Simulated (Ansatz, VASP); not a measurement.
## Re in VASP and in Ansatz

The input INCAR:

```
PREC = Accurate
ENCUT = 520
EDIFF = 1E-7
ISMEAR = 0
SIGMA = 0.15
LREAL = F
LASPH = T
NELM = 100
ALGO = Normal
ISIF = 2
LWAVE = F
LCHARG = F
GGA = PE
NBANDS = 10
```

Contents of KPOINTS:

```
Automatic mesh
0
Gamma
  10 10 10
```

File POSCAR:

```
Re
1.0
    0.0000000000      2.2193416005      1.5477688322
    2.2193416005      0.0000000000      1.5477688322
    2.2193416005      2.2193416005      0.0000000000
Re
1
Direct
    0.0000000000      0.0000000000      0.0000000000
```

Input for Ansatz:

```yaml
crystal:
  lattice:
    - [0.0, 2.2193416005, 1.5477688322]
    - [2.2193416005, 0.0, 1.5477688322]
    - [2.2193416005, 2.2193416005, 0.0]
  atoms:
    - { symbol: Re, position: [0.0, 0.0, 0.0] }
basis:
  ecutwfc: 420
kpoints:
  mp_grid: { grid: [10, 10, 10] }
hamiltonian:
  xc: pbe
scf:
  occupations: { method: gaussian, width: 0.15 }
output:
  forces: true
  stress: true
  eigenvalues: true
```

Alike in both runs: task single point; functional PBE; k mesh 10 × 10 × 10; occupations gaussian, width 0.15 eV; no spin polarisation.

|  | VASP | Ansatz |
| --- | --- | --- |
| version | VASP 6.6.1 | Ansatz 0.2.0 |
| potentials or method | VASP PAW PBE potentials, release 64 (Re), cutoff 520 eV | scalar-relativistic, plane waves, PAW |
| valence electrons in the cell | 7 | 15 |

```csv
,VASP,Ansatz,Ansatz less VASP
gap on the k mesh at the Fermi level (eV),none,none,-
pressure (GPa),-4.2,-3.6,+0.56
"traceless stress, the component that is largest in VASP (GPa)",-0.35,-0.30,+0.050
```

A gap of «none» marks a metal or a gap that the smearing closes. VASP's potentials hold 7 valence electrons a cell and Ansatz's 15, so a difference there can come from the potentials and not from the codes.

Neither program's run includes spin-orbit coupling.
